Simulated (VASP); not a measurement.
Wanted: the native input for a VASP 6.6.1 run.

* Task: single point
* Functional: LDA
* Potentials or basis: VASP PAW LDA potentials, release 64 (Ti_sv, Al)
* Cutoff: 520 eV
* k mesh: 14 × 14 × 14
* Occupations: gaussian, width 0.15 eV
* Spin: no spin polarisation
* Dipole correction: no
* Further INCAR settings: ALGO = Fast; EDIFF = 1e-06; NBANDS = 18

The structure of TiAl3 lies in POSCAR:

```
TiAl3
1.0
   -2.0278294055      2.0971682103      4.2417642881
    2.0278294055     -2.0971682103      4.2417642881
    2.0278294055      2.0971682103     -4.2417642881
Ti Al
1 3
Direct
    0.0000000000      0.0000000000      0.0000000000
    0.5000000000      0.5000000000      0.0000000000
    0.7500000000      0.2500000000      0.5000000000
    0.2500000000      0.7500000000      0.5000000000
```

This cell differs from its parent crystal: normal strain along x +0.0733, normal strain along y +0.1100.

One way to write it, as run:

INCAR

```
ALGO     = Fast           # electronic algorithm
EDIFF    = 1E-6           # SCF threshold, eV
ENCUT    = 520            # plane-wave cutoff, eV
ISIF     = 2              # what is computed and relaxed
ISMEAR   = 0              # smearing method
LASPH    = T              # aspherical terms in the spheres
LCHARG   = F              # write CHGCAR
LREAL    = F              # projectors in reciprocal space
LWAVE    = F              # write WAVECAR
NBANDS   = 18             # bands
NELM     = 60             # most SCF steps
PREC     = Accurate       # precision mode
SIGMA    = 0.15           # smearing width, eV
```

KPOINTS

```
k-points
0
Gamma
  14 14 14
```

Potentials or basis: VASP PAW LDA potentials, release 64 (Ti_sv, Al).

Launch:

```sh
$ cat potpaw_LDA.64/Ti_sv/POTCAR potpaw_LDA.64/Al/POTCAR > POTCAR
$ mpirun -np 1 vasp_std > vasp.out
```

It gave:

| Item | Value |
| --- | --- |
| Pressure | -13.9 GPa |
| Largest force | 0.027 eV/Å |

Caveat: the cell differs from its parent crystal (normal strain along x +0.0733, normal strain along y +0.1100).

It took 38 min on 1 thread of Intel Xeon 6975P-C, on a shared host, peak memory 0.62 GiB.
